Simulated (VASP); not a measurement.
Set up this calculation in VASP 6.6.1, as the native input.

```yaml
Task: relaxation of cell and atoms
Functional: BLYP
Dispersion: D3(BJ)
Potentials_or_basis: VASP PAW PBE potentials, release 64 (V_sv, H)
Cutoff: 600 eV
k_mesh: 12 × 12 × 12
Occupations: fermi-dirac, width 0.1 eV
Spin: collinear spin, ferromagnetic start
Starting_moments: "[1.5, 0.0] μB"
Dipole_correction: no
Further_INCAR_settings: ALGO = Normal; EDIFF = 1e-07; IBRION = 2; EDIFFG = -0.02; NSW = 80; ISIF = 3
```

The structure of VH lies in POSCAR:

```
VH
1.0
    0.0000000000      1.9637500000      1.9637500000
    1.9637500000      0.0000000000      1.9637500000
    1.9637500000      1.9637500000      0.0000000000
V H
1 1
Direct
    0.0000000000      0.0000000000      0.0000000000
    0.5000000000      0.5000000000      0.5000000000
```

These files were run (other wordings do the same):

INCAR

```
PREC     = Accurate       # precision mode
ENCUT    = 600            # plane-wave cutoff, eV
EDIFF    = 1E-7           # SCF threshold, eV
ISMEAR   = -1             # smearing method
SIGMA    = 0.1            # smearing width, eV
LREAL    = False          # projectors in reciprocal space
LASPH    = True           # aspherical terms in the spheres
NELM     = 150            # most SCF steps
ALGO     = Normal         # electronic algorithm
ISIF     = 3              # what is computed and relaxed
LWAVE    = False          # write WAVECAR
LCHARG   = False          # write CHGCAR
ISPIN    = 2              # spin polarisation
MAGMOM   = 1.5 0          # initial moments
LORBIT   = 11             # projections on sites
LMAXMIX  = 4              # l up to which the mixer works
GGA      = B5             # functional
ALDAX    = 1.0          
AGGAX    = 1.0          
AGGAC    = 1.0          
ALDAC    = 0.0          
IVDW     = 12             # dispersion correction
VDW_S6   = 1.0          
VDW_S8   = 2.6996       
VDW_A1   = 0.4298       
VDW_A2   = 4.2359       
IBRION   = 2              # ionic algorithm
NSW      = 80             # ionic steps
EDIFFG   = -0.02          # ionic threshold
```

KPOINTS

```
Automatic mesh
0
Gamma
  12 12 12
```

Potentials or basis: VASP PAW PBE potentials, release 64 (V_sv, H).

Command:

```console
$ cat potpaw_PBE.64/V_sv/POTCAR potpaw_PBE.64/H/POTCAR > POTCAR
$ mpirun -np 1 vasp_std > vasp.out
```

It gave:

```yaml
Relaxed_volume: 7.14 Å³/atom
Relaxed_cell: a = 2.724 Å, b = 2.724 Å, c = 2.724 Å, α = 60.00°, β = 60.00°, γ = 60.00°
Space_group_after_relaxing_to_0.1_Å: Fm-3m (No. 225)
Energy_gained_by_relaxing: 16.0 meV/atom
Ionic_steps: 3
Pressure_after_relaxing: 0.0 GPa
Band_gap_on_the_k_mesh: zero (filled and empty bands overlap)
Net_moment: 0.00 μB per cell
Valence_electrons_inside_the_program's_atomic_spheres: V 11.79; H 0.62
Dispersion_energy_per_atom: -0.978 eV
```

Caveat: the moments typed at the start vanished in this run; the PAW data sets were made with another functional, which shifts forces and pressure a little.

Run time: 38 s on 1 thread of Intel(R) Xeon(R) 6975P-C (Granite Rapids) (shared host), peak memory 0.18 GiB.
